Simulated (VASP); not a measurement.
# NaI (F-43m) in VASP: notebook, part 2 of 2

VASP 6.6.1. The steps go on from the part before.

### 4 Single point, LDA

File INCAR:

```
SYSTEM = NaI
ALGO     = Normal         ! electronic algorithm
EDIFF    = 1E-6           ! SCF threshold, eV
ENCUT    = 520            ! plane-wave cutoff, eV
ISIF     = 2              ! what is computed and relaxed
ISMEAR   = 0              ! smearing method
LASPH    = .TRUE.         ! aspherical terms in the spheres
LCHARG   = .TRUE.         ! write CHGCAR
LELF     = .TRUE.         ! ELF
LREAL    = .FALSE.        ! projectors in reciprocal space
LVHAR    = .TRUE.       
LWAVE    = .FALSE.        ! write WAVECAR
NBANDS   = 14             ! bands
NELM     = 80             ! most SCF steps
PREC     = Accurate       ! precision mode
SIGMA    = 0.01           ! smearing width, eV
```

File KPOINTS:

```
k-points
0
G
  4 4 4
  0 0 0
```

File POSCAR:

```
NaI
1.0
    0.0000000000      3.5431916835      3.5431916835
    3.5431916835      0.0000000000      3.5431916835
    3.5431916835      3.5431916835      0.0000000000
Na I
1 1
Direct
    0.0000000000      0.0000000000      0.0000000000
    0.2500000000      0.2500000000      0.2500000000
```

Potentials or basis: VASP PAW LDA potentials, release 64 (Na_pv, I).

On the command line:

```
> cat potpaw_LDA.64/Na_pv/POTCAR potpaw_LDA.64/I/POTCAR > POTCAR
> mpirun -np 1 vasp_std > vasp.out
```

It took 15 s on 1 thread of Intel Xeon Platinum 8488C (Sapphire Rapids), shared host; peak memory 0.18 GiB.

The run converged. Its results:

```
Free energy            : -5.7631 eV
Pressure               : -0.9 GPa
Band gap on the k mesh : 3.50 eV, direct
```

Levels at points of the mesh, in eV from the valence-band top:
```csv
k point,band 3,band 4,band 5,band 6,band 7,band 8,band 9,band 10,band 11,band 12
"(0.00, 0.00, 0.00)",-22.06,-10.50,0.00,0.00,0.00,3.50,7.72,7.72,7.72,9.58
"(0.50, 0.00, 0.00)",-22.06,-10.37,-1.28,-0.14,-0.14,5.15,7.40,7.48,7.48,10.23
"(0.50, 0.50, 0.00)",-22.06,-10.32,-1.18,-0.41,-0.41,4.91,5.98,8.74,10.14,10.14
```

Caveat: spin-orbit coupling is left out, which moves the levels of the heavy elements.

### 5 Single point, r2SCAN

POSCAR is that of step 4.

File INCAR.step1:

```
SYSTEM = NaI
  ALGO = Normal
  EDIFF = 1E-4
  ENCUT = 520
  GGA = PE
  ISMEAR = 0
  LASPH = .TRUE.
  LCHARG = .FALSE.
  LREAL = .FALSE.
  LWAVE = .TRUE.
  NBANDS = 14
  NELM = 80
  PREC = Accurate
  SIGMA = 0.01
```

File INCAR.step2:

```
SYSTEM = NaI
  ALGO = Normal
  EDIFF = 1E-7
  ENCUT = 520
  ISIF = 2
  ISMEAR = 0
  ISTART = 1
  LASPH = .TRUE.
  LCHARG = .FALSE.
  LMIXTAU = .TRUE.
  LREAL = .FALSE.
  LWAVE = .FALSE.
  METAGGA = R2SCAN
  NBANDS = 14
  NELM = 80
  PREC = Accurate
  SIGMA = 0.01
```

KPOINTS is that of step 4.

Potentials or basis: VASP PAW PBE potentials, release 64 (Na_pv, I).

On the command line:

```
> cat potpaw_PBE.64/Na_pv/POTCAR potpaw_PBE.64/I/POTCAR > POTCAR
> cp INCAR.step1 INCAR
> mpirun -np 1 vasp_std > vasp.out
> cp INCAR.step2 INCAR
> mpirun -np 1 vasp_std > vasp.out
```

It took 49 s on 1 thread of Intel Xeon Platinum 8488C (Sapphire Rapids), shared host; peak memory 0.26 GiB.

The run converged. Its results:

```yaml
Free_energy: -30.9170 eV
Pressure: -0.1 GPa
Band_gap_on_the_k_mesh: 4.42 eV, direct
```

Levels at points of the mesh, in eV from the valence-band top:
```tsv
k point	band 5	band 6	band 7	band 8	band 9	band 10
(0.00, 0.00, 0.00)	0.00	0.00	0.00	4.42	8.57	8.57
(0.50, 0.00, 0.00)	-1.22	-0.13	-0.13	6.09	8.19	8.24
(0.50, 0.50, 0.00)	-1.12	-0.40	-0.40	5.57	6.85	9.84
```

Caveat: the PAW data sets were made with another functional, which shifts forces and pressure a little; spin-orbit coupling is left out, which moves the levels of the heavy elements. r2SCAN opens gaps a little over a GGA but as a rule still falls short of measured ones.

### 6 Single point, PBE

File INCAR:

```
PREC = Accurate
ENCUT = 520
EDIFF = 1E-6
ISMEAR = 0
SIGMA = 0.01
LREAL = False
LASPH = True
NELM = 60
ALGO = Normal
ISIF = 2
LWAVE = False
LCHARG = False
GGA = PE
NBANDS = 14
```

File KPOINTS:

```
regular mesh
0
Gamma
  6 6 6
```

POSCAR is that of step 5.

Potentials or basis: VASP PAW PBE potentials, release 64 (Na_pv, I).

On the command line:

```
> cat potpaw_PBE.64/Na_pv/POTCAR potpaw_PBE.64/I/POTCAR > POTCAR
> mpirun -np 1 vasp_std > vasp.out
```

OUTCAR:

```text
PREC = Accurate
   ENCUT = 520
   EDIFF = 1E-6
   ISMEAR = 0
   LREAL = False
   LASPH = True
   NELM = 60
   ISIF = 2
   GGA = PE

 ion  position               nearest neighbor table
   1  0.000  0.000  0.000-   2 3.07   2 3.07   2 3.07   2 3.07
   2  0.250  0.250  0.250-   1 3.07   1 3.07   1 3.07   1 3.07

  LATTYP: Found a face centered cubic cell.
 ALAT       =     7.0863833670

  Lattice vectors:

 A1 = (   0.0000000000,   3.5431916835,   3.5431916835)
 A2 = (   3.5431916835,   0.0000000000,   3.5431916835)
 A3 = (   3.5431916835,   3.5431916835,   0.0000000000)

Analysis of symmetry for initial positions (statically):
=====================================================================
 Subroutine PRICEL returns:
 Original cell was already a primitive cell.

 Routine SETGRP: Setting up the symmetry group for a
 face centered cubic supercell.

 Subroutine GETGRP returns: Found 24 space group operations
 (whereof 24 operations were pure point group operations)
 out of a pool of 48 trial point group operations.

The static configuration has the point symmetry T_d .

Analysis of symmetry for dynamics (positions and initial velocities):
=====================================================================
 Subroutine PRICEL returns:
 Original cell was already a primitive cell.

 Routine SETGRP: Setting up the symmetry group for a
 face centered cubic supercell.

 Subroutine GETGRP returns: Found 24 space group operations
 (whereof 24 operations were pure point group operations)
 out of a pool of 48 trial point group operations.

The dynamic configuration has the point symmetry T_d .

 Subroutine INISYM returns: Found 24 space group operations
 (whereof 24 operations are pure point group operations),
 and found     1 'primitive' translations

----------------------------------------------------------------------------------------

                                     Primitive cell

  volume of cell :      88.9639

  direct lattice vectors                    reciprocal lattice vectors
     0.000000000  3.543191683  3.543191683    -0.141115707  0.141115707  0.141115707
[... 111 lines left out ...]
  volume of cell :       88.96
 maximum number of plane-waves:      2421
 NGX is ok and might be reduce to    40
   NGX = 19   NGY = 19   NGZ = 19

 number of electron      14.0000001 magnetization

 Free energy of the ion-electron system (eV)
  ---------------------------------------------------
  ext. energy  EPLUGINS =         0.00000000
  ---------------------------------------------------
  free energy    TOTEN  =        -5.29019773 eV

  energy without entropy =       -5.29019773  energy(sigma->0) =       -5.29019773

 E-fermi :  -1.0459     XC(G=0):  -6.4611

 val. band max:       -1.1097442278   @ k =   0.0000   0.0000   0.0000
 cond. band min:       2.7123702049   @ k =   0.0000   0.0000   0.0000
 fundamental gap:      3.8221144327
 Fermi energy:        -1.0459366286

 k-point     1 :       0.0000    0.0000    0.0000
  band No.  band energies     occupation
      1     -23.1982      2.00000
      2     -23.1982      2.00000
      3     -23.1982      2.00000
      4     -11.5426      2.00000
      5      -1.1097      2.00000
      6      -1.1097      2.00000
      7      -1.1097      2.00000
      8       2.7124      0.00000
      9       6.7894      0.00000
     10       6.7894      0.00000
     11       6.7894      0.00000
     12       8.5607      0.00000
     13       8.5607      0.00000
     14       9.8637      0.00000
[... 241 lines left out ...]
      1     -23.2008      2.00000
      2     -23.1992      2.00000
      3     -23.1990      2.00000
      4     -11.3708      2.00000
      5      -2.0903      2.00000
      6      -1.7079      2.00000
      7      -1.5462      2.00000
      8       4.6511      0.00000
      9       5.6699      0.00000
     10       7.0552      0.00000
     11       7.3242      0.00000
     12       9.5496      0.00000
     13      10.3210      0.00000
     14      10.6378      0.00000

------------------------ aborting loop because EDIFF is reached ----------------------------------------

  FORCE on cell =-STRESS in cart. coord.  units (eV):
  Direction    XX          YY          ZZ          XY          YZ          ZX
  --------------------------------------------------------------------------------------
  -------------------------------------------------------------------------------------
  Total        0.2115792      0.2115792      0.2115792      0.0000000      0.0000000     -0.0000000
  in kB        3.8103911      3.8103911      3.8103911      0.0000000      0.0000000     -0.0000000
  external PRESSURE =       3.8103911 kB  Pullay stress =       0.0000000 kB

 VOLUME and BASIS-vectors are now :
 -----------------------------------------------------------------------------
  energy-cutoff  :      520.00
  volume of cell :       88.96
      direct lattice vectors                 reciprocal lattice vectors
     0.000000000  3.543191683  3.543191683    -0.141115707  0.141115707  0.141115707
     3.543191683  0.000000000  3.543191683     0.141115707 -0.141115707  0.141115707
     3.543191683  3.543191683  0.000000000     0.141115707  0.141115707 -0.141115707

 POSITION                                       TOTAL-FORCE (eV/Angst)
 -----------------------------------------------------------------------------------
      0.00000      0.00000      0.00000         0.000000     -0.000000      0.000000
      1.77160      1.77160      1.77160        -0.000000      0.000000     -0.000000
 -----------------------------------------------------------------------------------
    total drift:                                0.000001      0.000001      0.000001

  FREE ENERGIE OF THE ION-ELECTRON SYSTEM (eV)
  ---------------------------------------------------
  free  energy   TOTEN  =        -5.2901977275 eV

  energy  without entropy=       -5.2901977275  energy(sigma->0) =       -5.29019773
```

Run time: 22 s. Hardware: 1 thread of Intel Xeon Platinum 8488C (Sapphire Rapids), shared host; peak memory 0.24 GiB.

Results:

```
Free energy            : -5.2902 eV
Pressure               : 0.4 GPa
Band gap on the k mesh : 3.82 eV, direct
```

Caveat: spin-orbit coupling is left out, which moves the levels of the heavy elements. PBE gaps usually lie below the measured ones, often by a third to a half.

### 7 Single point, HSE06

POSCAR is that of step 6.

File INCAR.step1:

```
SYSTEM = NaI
PREC = Accurate
ENCUT = 520
EDIFF = 1E-5
ISMEAR = 0
SIGMA = 0.01
LREAL = .FALSE.
LASPH = .TRUE.
NELM = 100
ALGO = Normal
ISIF = 2
LWAVE = .TRUE.
LCHARG = .FALSE.
GGA = PE
NBANDS = 14
```

File INCAR.step2:

```
SYSTEM = NaI
PREC = Accurate
ENCUT = 520
EDIFF = 1E-6
ISMEAR = 0
SIGMA = 0.01
LREAL = .FALSE.
LASPH = .TRUE.
NELM = 100
ALGO = Normal
ISIF = 2
LWAVE = .FALSE.
LCHARG = .FALSE.
GGA = PE
LHFCALC = .TRUE.
HFSCREEN = 0.2079
PRECFOCK = Normal
ISTART = 1
NBANDS = 14
```

File KPOINTS:

```
regular mesh
0
G
  4 4 4
  0 0 0
```

Potentials or basis: VASP PAW PBE potentials, release 64 (Na_pv, I).

On the command line:

```
> cat potpaw_PBE.64/Na_pv/POTCAR potpaw_PBE.64/I/POTCAR > POTCAR
> cp INCAR.step1 INCAR
> mpirun -np 1 vasp_std > vasp.out
> cp INCAR.step2 INCAR
> mpirun -np 1 vasp_std > vasp.out
```

OUTCAR:

```text
SYSTEM = NaI
   PREC = Accurate
   ENCUT = 520
   EDIFF = 1E-6
   ISMEAR = 0
   LREAL = .FALSE.
   LASPH = .TRUE.
   NELM = 100
   ISIF = 2
   GGA = PE
   LHFCALC = .TRUE.
   HFSCREEN = 0.2079
   PRECFOCK = Normal
   ISTART = 1

 ion  position               nearest neighbor table
   1  0.000  0.000  0.000-   2 3.07   2 3.07   2 3.07   2 3.07
   2  0.250  0.250  0.250-   1 3.07   1 3.07   1 3.07   1 3.07

  LATTYP: Found a face centered cubic cell.
 ALAT       =     7.0863833670

[... 314 lines left out ...]

------------------------ aborting loop because EDIFF is reached ----------------------------------------

  FORCE on cell =-STRESS in cart. coord.  units (eV):
  Direction    XX          YY          ZZ          XY          YZ          ZX
  --------------------------------------------------------------------------------------
  -------------------------------------------------------------------------------------
  Total        0.1090754      0.1090754      0.1090754      0.0000000     -0.0000000      0.0000000
  in kB        1.9643706      1.9643706      1.9643706      0.0000000     -0.0000000      0.0000000
  external PRESSURE =       1.9643706 kB  Pullay stress =       0.0000000 kB

 VOLUME and BASIS-vectors are now :
 -----------------------------------------------------------------------------
  energy-cutoff  :      520.00
  volume of cell :       88.96
      direct lattice vectors                 reciprocal lattice vectors
     0.000000000  3.543191683  3.543191683    -0.141115707  0.141115707  0.141115707
     3.543191683  0.000000000  3.543191683     0.141115707 -0.141115707  0.141115707
     3.543191683  3.543191683  0.000000000     0.141115707  0.141115707 -0.141115707

 POSITION                                       TOTAL-FORCE (eV/Angst)
 -----------------------------------------------------------------------------------
      0.00000      0.00000      0.00000        -0.000000     -0.000000     -0.000000
      1.77160      1.77160      1.77160         0.000000      0.000000      0.000000
 -----------------------------------------------------------------------------------
    total drift:                                0.000003      0.000002      0.000002

  FREE ENERGIE OF THE ION-ELECTRON SYSTEM (eV)
  ---------------------------------------------------
  free  energy   TOTEN  =        -6.1520932990 eV

  energy  without entropy=       -6.1520932990  energy(sigma->0) =       -6.15209330
```

OUTCAR.step1:

```text
SYSTEM = NaI
   PREC = Accurate
   ENCUT = 520
   EDIFF = 1E-5
   ISMEAR = 0
   LREAL = .FALSE.
   LASPH = .TRUE.
[... 339 lines left out ...]
      0.00000      0.00000      0.00000        -0.000000     -0.000000     -0.000000
      1.77160      1.77160      1.77160         0.000000      0.000000      0.000000
 -----------------------------------------------------------------------------------
    total drift:                                0.000001      0.000001      0.000001

  FREE ENERGIE OF THE ION-ELECTRON SYSTEM (eV)
  ---------------------------------------------------
  free  energy   TOTEN  =        -5.2891355641 eV

  energy  without entropy=       -5.2891355641  energy(sigma->0) =       -5.28913556
```

Wall time 5.9 min (1 thread of Intel Xeon Platinum 8488C (Sapphire Rapids), shared host); peak memory 0.35 GiB.

Results:

```yaml
Free_energy: -6.1521 eV
Pressure: 0.2 GPa
Band_gap_on_the_k_mesh: 4.80 eV, direct
```

Caveat: the PAW data sets were made with another functional, which shifts forces and pressure a little; spin-orbit coupling is left out, which moves the levels of the heavy elements.

### 8 The runs side by side

| level | potentials or basis | k mesh | grid for exact exchange (PRECFOCK) | screening parameter | gap on the mesh (eV) | pressure (GPa) |
| --- | --- | --- | --- | --- | --- | --- |
| PBE | VASP PAW PBE potentials, release 64 (Na_pv, I) | 4 × 4 × 4 | - | - | 3.82 | 0.4 |
| LDA | VASP PAW LDA potentials, release 64 (Na_pv, I) | 4 × 4 × 4 | - | - | 3.50 | -0.9 |
| r2SCAN | VASP PAW PBE potentials, release 64 (Na_pv, I) | 4 × 4 × 4 | - | - | 4.42 | -0.1 |
| PBE | VASP PAW PBE potentials, release 64 (Na_pv, I) | 6 × 6 × 6 | - | - | 3.82 | 0.4 |
| HSE06 | VASP PAW PBE potentials, release 64 (Na_pv, I) | 4 × 4 × 4 | Normal | 0.2079 1/Å | 4.80 | 0.2 |

Alike in all rows: task single point; no spin polarisation; cell as given; cutoff (eV) 520; smearing gaussian 0.01 eV.

Caveats: spin-orbit coupling is left out, which moves the levels of the heavy elements; the PAW data sets were made with another functional, which shifts forces and pressure a little (some runs).

Absolute energies hang on the potentials; compare differences alone.
